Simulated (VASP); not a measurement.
# ZnCu2SnS4 (I-42m) in VASP: a series of runs

ZnCu2SnS4 is run at these levels: PBEsol; tasks: single point.

All numbers are computed with VASP 6.6.1; they aren't measurements. Logs are shortened: lines on timing, memory, paths and dates and some standing lists are left out, and cuts for length are marked.

## Step 1: The cell of the first run

It takes space group I-42m (No. 121, tetragonal). The conventional cell has a = 5.613 Å, b = 5.613 Å, c = 10.791 Å, α = 90.00°, β = 90.00°, γ = 90.00°. Sn (site symmetry -42m) has 4 S at 2.50 Å within 3.3 Å. Zn (site symmetry -42m) has 4 S at 2.40 Å within 3.2 Å. Within 3.1 Å of Cu (site symmetry -4) lie 4 S at 2.35 Å. S (site symmetry m) has 2 Cu at 2.35 Å and 1 Zn at 2.40 Å and 1 Sn at 2.50 Å within 3.1 Å.

## Step 2: Single point, PBEsol

File INCAR:

```
PREC = Accurate
ENCUT = 520
EDIFF = 1E-7
ISMEAR = -1
SIGMA = 0.05
LREAL = False
LASPH = True
NELM = 100
ALGO = Normal
ISIF = 2
LWAVE = False
LCHARG = True
GGA = PS
LELF = True
LVHAR = True
NBANDS = 46
```

File KPOINTS:

```
Automatic mesh
0
Gamma
  6 6 6
```

File POSCAR:

```
ZnCu2SnS4
1.0
   -2.8064312016      2.8064312016      5.3955884400
    2.8064312016     -2.8064312016      5.3955884400
    2.8064312016      2.8064312016     -5.3955884400
Sn Zn Cu S
1 1 2 4
Direct
    0.5000000000      0.5000000000      0.0000000000
    0.0000000000      0.0000000000      0.0000000000
    0.7500000000      0.2500000000      0.5000000000
    0.2500000000      0.7500000000      0.5000000000
    0.1087770700      0.1087770700      0.4840744100
    0.6247026600      0.6247026600      0.5159255900
    0.3752973400      0.8912229300      0.0000000000
    0.8912229300      0.3752973400      0.0000000000
```

Potentials or basis: VASP PAW PBE potentials, release 64 (Sn_d, Zn, Cu, S).

Launch:

```
$ cat potpaw_PBE.64/Sn_d/POTCAR potpaw_PBE.64/Zn/POTCAR potpaw_PBE.64/Cu/POTCAR potpaw_PBE.64/S/POTCAR > POTCAR
$ mpirun -np 1 vasp_std > vasp.out
```

OUTCAR:

```text
PREC = Accurate
   ENCUT = 520
   EDIFF = 1E-7
   ISMEAR = -1
   LREAL = False
   LASPH = True
   NELM = 100
   ISIF = 2
   GGA = PS

 ion  position               nearest neighbor table
   1  0.500  0.500  0.000-   7 2.50   8 2.50   5 2.50   6 2.50
   2  0.000  0.000  0.000-   5 2.40   7 2.40   8 2.40   6 2.40
   3  0.750  0.250  0.500-   6 2.35   8 2.35   7 2.35   5 2.35
   4  0.250  0.750  0.500-   6 2.35   7 2.35   8 2.35   5 2.35
   5  0.109  0.109  0.484-   3 2.35   4 2.35   2 2.40   1 2.50
   6  0.625  0.625  0.516-   3 2.35   4 2.35   2 2.40   1 2.50
   7  0.375  0.891  0.000-   3 2.35   4 2.35   2 2.40   1 2.50
   8  0.891  0.375  0.000-   4 2.35   3 2.35   2 2.40   1 2.50

  LATTYP: Found a body centered tetragonal cell.
 ALAT       =     5.6128624032
 C/A-ratio  =     1.9225799788

  Lattice vectors:

 A1 = (  -2.8064312016,   2.8064312016,   5.3955884400)
 A2 = (   2.8064312016,  -2.8064312016,   5.3955884400)
 A3 = (   2.8064312016,   2.8064312016,  -5.3955884400)

Analysis of symmetry for initial positions (statically):
=====================================================================
 Subroutine PRICEL returns:
 Original cell was already a primitive cell.

 Routine SETGRP: Setting up the symmetry group for a
 body centered tetragonal supercell.

 Subroutine GETGRP returns: Found  8 space group operations
 (whereof  8 operations were pure point group operations)
 out of a pool of 16 trial point group operations.

The static configuration has the point symmetry D_2d.

Analysis of symmetry for dynamics (positions and initial velocities):
=====================================================================
 Subroutine PRICEL returns:
 Original cell was already a primitive cell.

 Routine SETGRP: Setting up the symmetry group for a
 body centered tetragonal supercell.

 Subroutine GETGRP returns: Found  8 space group operations
 (whereof  8 operations were pure point group operations)
 out of a pool of 16 trial point group operations.

The dynamic configuration has the point symmetry D_2d.

 Subroutine INISYM returns: Found  8 space group operations
 (whereof  8 operations are pure point group operations),
 and found     1 'primitive' translations

----------------------------------------------------------------------------------------

                                     Primitive cell

  volume of cell :     169.9838

  direct lattice vectors                    reciprocal lattice vectors
[... 105 lines left out ...]
   ISIF   =      2    stress and relaxation
   ISYM   =      2    0-nonsym 1-usesym 2-fastsym
   POTIM  = 0.5000    time-step for ionic-motion
   TEBEG  =    0.0;   TEEND  =   0.0 temperature during run
   PSTRESS=    0.0 pullay stress
   NELECT =      72.0000    total number of electrons
   NUPDOWN=      -1.0000    fix difference up-down
   EMIN   =  10.00;   EMAX   =-10.00  energy-range for DOS
   EFERMI =   0.00;   METHOD = LEGACY
   ISMEAR =    -1;   SIGMA  =   0.05  broadening in eV -4-tet -1-fermi 0-gaus
   EFERMI_NEDOS =   21; number of points for ismear=-14 and -15
   IALGO  =     38    algorithm
   IMIX   =      4    mixing-type and parameters
     AMIX     =   0.40;   BMIX     =  1.00
     AMIX_MAG =   1.60;   BMIX_MAG =  1.00
  volume/ion in A,a.u.               =      21.25       143.39
  Fermi-wavevector in a.u.,A,eV,Ry     =   1.229466  2.323354 20.566379  1.511586
  Thomas-Fermi vector in A             =   2.364352
   LORBIT       =      0    0 simple, 1 ext, 2 COOP (PROOUT), +10 PAW based schemes
   GGA     = PS    functional components
   LHFCALC =     F    Hartree Fock is set to
   AEXX    =    0.0000 exact exchange contribution
   IVDW    =     0    specifies the selected vdW correction
   LEPSILON=     F    determine dielectric tensor
   LRPA    =     F    only Hartree local field effects (RPA)
 non-spin polarized calculation
  energy-cutoff  :      520.00
  volume of cell :      169.98
 maximum number of plane-waves:      4616
 NGX is ok and might be reduce to    50
   NGX = 25   NGY = 25   NGZ = 25

 number of electron      71.9999994 magnetization

 Free energy of the ion-electron system (eV)
  ---------------------------------------------------
  ext. energy  EPLUGINS =         0.00000000
  ---------------------------------------------------
  free energy    TOTEN  =       -35.50119777 eV

  energy without entropy =      -35.49896296  energy(sigma->0) =      -35.50008037

 E-fermi :   4.2253     XC(G=0):  -9.7277

 val. band max:        4.1532883434   @ k =   0.0000   0.0000   0.0000
 cond. band min:       4.3849581501   @ k =   0.5000   0.5000   0.0000
 fundamental gap:      0.2316698066
 Fermi energy:         4.2252785240

 k-point     1 :       0.0000    0.0000    0.0000
  band No.  band energies     occupation
      1     -17.9423      2.00000
      2     -17.9423      2.00000
      3     -17.9223      2.00000
      4     -17.8884      2.00000
      5     -17.8585      2.00000
      6      -9.9486      2.00000
[... 1165 lines left out ...]
     45       9.4794      0.00000
     46       9.6427      0.00000

 [... further k-points ...]

------------------------ aborting loop because EDIFF is reached ----------------------------------------

  FORCE on cell =-STRESS in cart. coord.  units (eV):
  Direction    XX          YY          ZZ          XY          YZ          ZX
  --------------------------------------------------------------------------------------
  -------------------------------------------------------------------------------------
  Total       -6.6834644     -6.6834644     -4.8730652      0.0000000     -0.0000000      0.0000000
  in kB      -62.9947876    -62.9947876    -45.9309259      0.0000000     -0.0000000      0.0000000
  external PRESSURE =     -57.3068337 kB  Pullay stress =       0.0000000 kB

 VOLUME and BASIS-vectors are now :
 -----------------------------------------------------------------------------
  energy-cutoff  :      520.00
  volume of cell :      169.98
      direct lattice vectors                 reciprocal lattice vectors
    -2.806431202  2.806431202  5.395588440     0.000000000  0.178162215  0.092668298
     2.806431202 -2.806431202  5.395588440     0.178162215  0.000000000  0.092668298
     2.806431202  2.806431202 -5.395588440     0.178162215  0.178162215  0.000000000

 POSITION                                       TOTAL-FORCE (eV/Angst)
 -----------------------------------------------------------------------------------
      0.00000      0.00000      5.39559        -0.000000      0.000000      0.000000
      0.00000      0.00000      0.00000        -0.000000      0.000000      0.000000
      0.00000      2.80643      2.69779        -0.000000      0.000000      0.000000
      2.80643      0.00000      2.69779        -0.000000      0.000000      0.000000
      1.35852      1.35852     -1.43803         0.052903      0.052903     -0.114729
      1.44791      1.44791      3.95755        -0.052903     -0.052903     -0.114729
      1.44791     -1.44791      6.83362        -0.052903      0.052903      0.114729
     -1.44791      1.44791      6.83362         0.052903     -0.052903      0.114729
 -----------------------------------------------------------------------------------
    total drift:                               -0.000007     -0.000007     -0.000002

  FREE ENERGIE OF THE ION-ELECTRON SYSTEM (eV)
  ---------------------------------------------------
  free  energy   TOTEN  =       -35.5011977707 eV

  energy  without entropy=      -35.4989629595  energy(sigma->0) =      -35.50008037
```

OSZICAR:

```text
N       E                     dE             d eps       ncg     rms          rms(c)
DAV:   1     0.710421125681E+03    0.71042E+03   -0.31950E+04  2786   0.195E+03
DAV:   2     0.874835755048E+02   -0.62294E+03   -0.60032E+03  2766   0.500E+02
DAV:   3    -0.286732922884E+02   -0.11616E+03   -0.11315E+03  3454   0.205E+02
[... 11 lines left out ...]
DAV:  15    -0.355012050242E+02    0.20810E-04   -0.88763E-05  4320   0.126E-01    0.228E-02
DAV:  16    -0.355011968840E+02    0.81402E-05   -0.54855E-05  4458   0.109E-01    0.531E-03
DAV:  17    -0.355011976864E+02   -0.80240E-06   -0.10383E-05  3178   0.180E-02    0.384E-03
DAV:  18    -0.355011978328E+02   -0.14635E-06   -0.79566E-07  3368   0.134E-02    0.216E-03
DAV:  19    -0.355011977707E+02    0.62096E-07   -0.42293E-07  2276   0.118E-02
   1 F= -.35501198E+02 E0= -.35500080E+02  d E =-.223481E-02
```

stdout:

```text
POSCAR found type information on POSCAR SnZnCuS
 POSCAR found :  4 types and       8 ions
 scaLAPACK will be used
 -----------------------------------------------------------------------------
|                                                                             |
|                                                                             |
|     You enforced a specific xc type in the INCAR file but a different       |
|     I HOPE YOU KNOW WHAT YOU ARE DOING!                                     |
|                                                                             |
 -----------------------------------------------------------------------------

 LDA part: xc-table for (Slater+PW92), standard interpolation
 POSCAR, INCAR and KPOINTS ok, starting setup
 FFT: planning ... GRIDC
 FFT: planning ... GRID_SOFT
 FFT: planning ... GRID
 WAVECAR not read
 entering main loop
```

It took 4.3 min on 1 thread of Intel Xeon 6975P-C (Granite Rapids), shared host; peak memory 0.49 GiB.

What came out:

| Property | Result |
| --- | --- |
| Free energy | -35.5012 eV |
| Pressure | -5.7 GPa |
| Largest force | 0.137 eV/Å |
| Band gap on the k mesh | zero (filled and empty bands touch) |

Forces on the atoms (eV/Å):
```
Sn   0.000  0.000  0.000
Zn   0.000  0.000  0.000
Cu   0.000  0.000  0.000
Cu   0.000  0.000  0.000
S    0.053  0.053 -0.115
S   -0.053 -0.053 -0.115
S   -0.053  0.053  0.115
S    0.053 -0.053  0.115
```

Stress tensor (GPa, compression positive):
```
-6.30  0.00  0.00
 0.00 -6.30  0.00
 0.00  0.00 -4.59
```

Levels at points of the mesh, in eV from the Fermi level:
```tsv
k point	band 33	band 34	band 35	band 36	band 37	band 38	band 39	band 40
(0.00, 0.00, 0.00)	-1.49	-0.28	-0.12	-0.07	-0.07	1.71	2.76	3.56
(0.50, 0.00, 0.00)	-1.13	-1.04	-0.83	-0.75	1.26	2.97	3.33	3.52
(0.50, 0.50, 0.00)	-1.23	-0.53	-0.44	-0.42	0.16	2.10	2.64	3.85
(0.50, 0.50, 0.50)	-1.22	-1.22	-0.62	-0.62	0.97	1.92	1.95	1.95
```

Caveat: the cell stands under tension; the PAW data sets were made with another functional, which shifts forces and pressure a little; spin-orbit coupling is left out, which moves the levels of the heavy elements. With open d or f shells a metallic result of PBEsol can be an artefact of self-interaction; +U or a hybrid may open a gap.

## Step 3: Single point, PBEsol

This run uses another cell than the first one, of 18.10 Å³/atom.

File INCAR:

```
SYSTEM = ZnCu2SnS4
PREC = Accurate
ENCUT = 520
EDIFF = 1E-6
ISMEAR = -1
SIGMA = 0.05
LREAL = .FALSE.
LASPH = .TRUE.
NELM = 100
ALGO = Normal
ISIF = 2
LWAVE = .FALSE.
LCHARG = .FALSE.
GGA = PS
NBANDS = 46
```

File KPOINTS:

```
regular mesh
0
G
  6 6 6
  0 0 0
```

Edit POSCAR of step 2 so:

```diff
@@ -2,5 +2,5 @@
 1.0
-   -2.8064312016      2.8064312016      5.3955884400
-    2.8064312016     -2.8064312016      5.3955884400
-    2.8064312016      2.8064312016     -5.3955884400
+   -2.5905518784      2.5905518784      5.3955884400
+    2.5905518784     -2.5905518784      5.3955884400
+    2.5905518784      2.5905518784     -5.3955884400
 Sn Zn Cu S
```

Potentials or basis: VASP PAW PBE potentials, release 64 (Sn_d, Zn, Cu, S).

Launch:

```
$ cat potpaw_PBE.64/Sn_d/POTCAR potpaw_PBE.64/Zn/POTCAR potpaw_PBE.64/Cu/POTCAR potpaw_PBE.64/S/POTCAR > POTCAR
$ mpirun -np 1 vasp_std > vasp.out
```

OUTCAR:

```text
SYSTEM = ZnCu2SnS4
   PREC = Accurate
   ENCUT = 520
   EDIFF = 1E-6
   ISMEAR = -1
   LREAL = .FALSE.
   LASPH = .TRUE.
   NELM = 100
   ISIF = 2
   GGA = PS

 ion  position               nearest neighbor table
   1  0.500  0.500  0.000-   5 2.37   8 2.37   7 2.37   6 2.37
   2  0.000  0.000  0.000-   5 2.28   7 2.28   8 2.28   6 2.28
   3  0.750  0.250  0.500-   6 2.22   8 2.22   7 2.22   5 2.22
   4  0.250  0.750  0.500-   6 2.22   7 2.22   8 2.22   5 2.22
   5  0.109  0.109  0.484-   3 2.22   4 2.22   2 2.28   1 2.37
   6  0.625  0.625  0.516-   3 2.22   4 2.22   2 2.28   1 2.37
   7  0.375  0.891  0.000-   3 2.22   4 2.22   2 2.28   1 2.37
   8  0.891  0.375  0.000-   4 2.22   3 2.22   2 2.28   1 2.37

  LATTYP: Found a body centered tetragonal cell.
 ALAT       =     5.1811037568
 C/A-ratio  =     2.0827949770

  Lattice vectors:

 A1 = (  -2.5905518784,   2.5905518784,   5.3955884400)
 A2 = (   2.5905518784,  -2.5905518784,   5.3955884400)
 A3 = (   2.5905518784,   2.5905518784,  -5.3955884400)

Analysis of symmetry for initial positions (statically):
=====================================================================
 Subroutine PRICEL returns:
 Original cell was already a primitive cell.

 Routine SETGRP: Setting up the symmetry group for a
 body centered tetragonal supercell.

 Subroutine GETGRP returns: Found  8 space group operations
 (whereof  8 operations were pure point group operations)
 out of a pool of 16 trial point group operations.

The static configuration has the point symmetry D_2d.

Analysis of symmetry for dynamics (positions and initial velocities):
=====================================================================
 Subroutine PRICEL returns:
 Original cell was already a primitive cell.

 Routine SETGRP: Setting up the symmetry group for a
 body centered tetragonal supercell.

 Subroutine GETGRP returns: Found  8 space group operations
 (whereof  8 operations were pure point group operations)
[... 138 lines left out ...]
   LORBIT       =      0    0 simple, 1 ext, 2 COOP (PROOUT), +10 PAW based schemes
   GGA     = PS    functional components
   LHFCALC =     F    Hartree Fock is set to
   AEXX    =    0.0000 exact exchange contribution
   IVDW    =     0    specifies the selected vdW correction
   LEPSILON=     F    determine dielectric tensor
   LRPA    =     F    only Hartree local field effects (RPA)
 non-spin polarized calculation
  energy-cutoff  :      520.00
  volume of cell :      144.84
 maximum number of plane-waves:      3936
 NGX is ok and might be reduce to    50
   NGX = 25   NGY = 25   NGZ = 25

 number of electron      72.0000019 magnetization

 Free energy of the ion-electron system (eV)
  ---------------------------------------------------
  ext. energy  EPLUGINS =         0.00000000
  ---------------------------------------------------
  free energy    TOTEN  =       -35.55551386 eV

  energy without entropy =      -35.55523848  energy(sigma->0) =      -35.55537617

 E-fermi :   6.1866     XC(G=0): -10.4908

 val. band max:        5.9938098418   @ k =   0.0000   0.0000   0.0000
 cond. band min:       6.3216938702   @ k =   0.0000   0.0000   0.0000
 fundamental gap:      0.3278840284
 Fermi energy:         6.1865634215

 k-point     1 :       0.0000    0.0000    0.0000
  band No.  band energies     occupation
      1     -16.4208      2.00000
      2     -16.4208      2.00000
      3     -16.4095      2.00000
      4     -16.3056      2.00000
      5     -16.3046      2.00000
      6      -9.3105      2.00000
[... 1165 lines left out ...]
     45      11.2964      0.00000
     46      11.5418      0.00000

 [... further k-points ...]

------------------------ aborting loop because EDIFF is reached ----------------------------------------

  FORCE on cell =-STRESS in cart. coord.  units (eV):
  Direction    XX          YY          ZZ          XY          YZ          ZX
  --------------------------------------------------------------------------------------
  -------------------------------------------------------------------------------------
  Total        6.6683020      6.6683020      5.4353680      0.0000000      0.0000000      0.0000000
  in kB       73.7636586     73.7636586     60.1251456      0.0000000      0.0000000      0.0000000
  external PRESSURE =      69.2174876 kB  Pullay stress =       0.0000000 kB

 VOLUME and BASIS-vectors are now :
 -----------------------------------------------------------------------------
  energy-cutoff  :      520.00
  volume of cell :      144.84
      direct lattice vectors                 reciprocal lattice vectors
    -2.590551878  2.590551878  5.395588440     0.000000000  0.193009067  0.092668298
     2.590551878 -2.590551878  5.395588440     0.193009067  0.000000000  0.092668298
     2.590551878  2.590551878 -5.395588440     0.193009067  0.193009067  0.000000000

 POSITION                                       TOTAL-FORCE (eV/Angst)
 -----------------------------------------------------------------------------------
      0.00000      0.00000      5.39559        -0.000000     -0.000000      0.000000
      0.00000      0.00000      0.00000        -0.000000     -0.000000     -0.000000
     -0.00000      2.59055      2.69779        -0.000000     -0.000000      0.000000
      2.59055     -0.00000      2.69779        -0.000000     -0.000000      0.000000
      1.25402      1.25402     -1.43803        -0.193859     -0.193859     -0.200982
      1.33653      1.33653      3.95755         0.193859      0.193859     -0.200982
      1.33653     -1.33653      6.83362         0.193859     -0.193859      0.200982
     -1.33653      1.33653      6.83362        -0.193859      0.193859      0.200982
 -----------------------------------------------------------------------------------
    total drift:                               -0.000017     -0.000017     -0.000011

  FREE ENERGIE OF THE ION-ELECTRON SYSTEM (eV)
  ---------------------------------------------------
  free  energy   TOTEN  =       -35.5555138563 eV

  energy  without entropy=      -35.5552384846  energy(sigma->0) =      -35.55537617
```

stdout:

```text
POSCAR found type information on POSCAR SnZnCuS
 POSCAR found :  4 types and       8 ions
 scaLAPACK will be used
 -----------------------------------------------------------------------------
|                                                                             |
|                                                                             |
|     You enforced a specific xc type in the INCAR file but a different       |
|     I HOPE YOU KNOW WHAT YOU ARE DOING!                                     |
|                                                                             |
 -----------------------------------------------------------------------------

 LDA part: xc-table for (Slater+PW92), standard interpolation
 POSCAR, INCAR and KPOINTS ok, starting setup
 FFT: planning ... GRIDC
 FFT: planning ... GRID_SOFT
 FFT: planning ... GRID
 WAVECAR not read
 entering main loop
```

Wall time 3.7 min (1 thread of Intel Xeon 6975P-C (Granite Rapids), shared host); peak memory 0.46 GiB.

Results:

| Property | Result |
| --- | --- |
| Free energy | -35.5555 eV |
| Pressure | 6.9 GPa |
| Largest force | 0.340 eV/Å |
| Band gap on the k mesh | 0.33 eV |

Forces on the atoms (eV/Å):
```
Sn   0.000  0.000  0.000
Zn   0.000  0.000  0.000
Cu   0.000  0.000  0.000
Cu   0.000  0.000  0.000
S   -0.194 -0.194 -0.201
S    0.194  0.194 -0.201
S    0.194 -0.194  0.201
S   -0.194  0.194  0.201
```

Stress tensor (GPa, compression positive):
```
7.38 0.00 0.00
0.00 7.38 0.00
0.00 0.00 6.01
```

Caveat: the cell stands under pressure; the PAW data sets were made with another functional, which shifts forces and pressure a little; spin-orbit coupling is left out, which moves the levels of the heavy elements. A k mesh can miss the band edges.
